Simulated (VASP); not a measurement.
Write the native input for VASP 6.6.1 that does the following.

```
Task                   : single point
Functional             : PBE
Potentials or basis    : VASP PAW PBE potentials, release 64 (Hf_pv, Si, O)
Cutoff                 : 520 eV
k mesh                 : 4 × 4 × 4
Occupations            : gaussian, width 0.1 eV
Spin                   : no spin polarisation
Dipole correction      : no
Further INCAR settings : ALGO = Normal; EDIFF = 1e-06; NBANDS = 50
```

The structure of HfSiO4 lies in POSCAR:

```
HfSiO4
1.0
   -3.2862500000      3.2862500000      2.9816000000
    3.2862500000     -3.2862500000      2.9816000000
    3.2862500000      3.2862500000     -2.9816000000
Hf Si O
2 2 8
Direct
    0.7500000000      0.2500000000      0.5000000000
    0.0000000000      0.0000000000      0.0000000000
    0.2500000000      0.7500000000      0.5000000000
    0.5000000000      0.5000000000      0.0000000000
    0.1353000000      0.3198000000      0.8155000000
    0.0698000000      0.7543000000      0.6845000000
    0.5043000000      0.3198000000      0.1845000000
    0.0698000000      0.3853000000      0.3155000000
    0.6147000000      0.9302000000      0.6845000000
    0.6802000000      0.8647000000      0.1845000000
    0.2457000000      0.9302000000      0.3155000000
    0.6802000000      0.4957000000      0.8155000000
```

One way to write it, as run:

INCAR

```
SYSTEM = HfSiO4
  PREC = Accurate
  ENCUT = 520
  EDIFF = 1E-6
  ISMEAR = 0
  SIGMA = 0.1
  LREAL = .FALSE.
  LASPH = .TRUE.
  NELM = 80
  ALGO = Normal
  ISIF = 2
  LWAVE = .FALSE.
  LCHARG = .TRUE.
  GGA = PE
  LELF = .TRUE.
  LVHAR = .TRUE.
  NBANDS = 50
```

KPOINTS

```
Automatic mesh
0
G
  4 4 4
  0 0 0
```

Potentials or basis: VASP PAW PBE potentials, release 64 (Hf_pv, Si, O).

Run with:

```bash
$ cat potpaw_PBE.64/Hf_pv/POTCAR potpaw_PBE.64/Si/POTCAR potpaw_PBE.64/O/POTCAR > POTCAR
$ mpirun -np 1 vasp_std > vasp.out
```

It gave:

```json
{
 "Pressure": "5.8 GPa",
 "Largest force": "0.530 eV/Å",
 "Band gap on the k mesh": "5.41 eV (least direct gap 5.79 eV)"
}
```

Caveat: the cell stands under pressure; spin-orbit coupling is left out, which moves the levels of the heavy elements.

Run time: 3.5 min on 1 thread of Intel Xeon 8259CL, with other jobs on the host, peak memory 0.29 GiB.
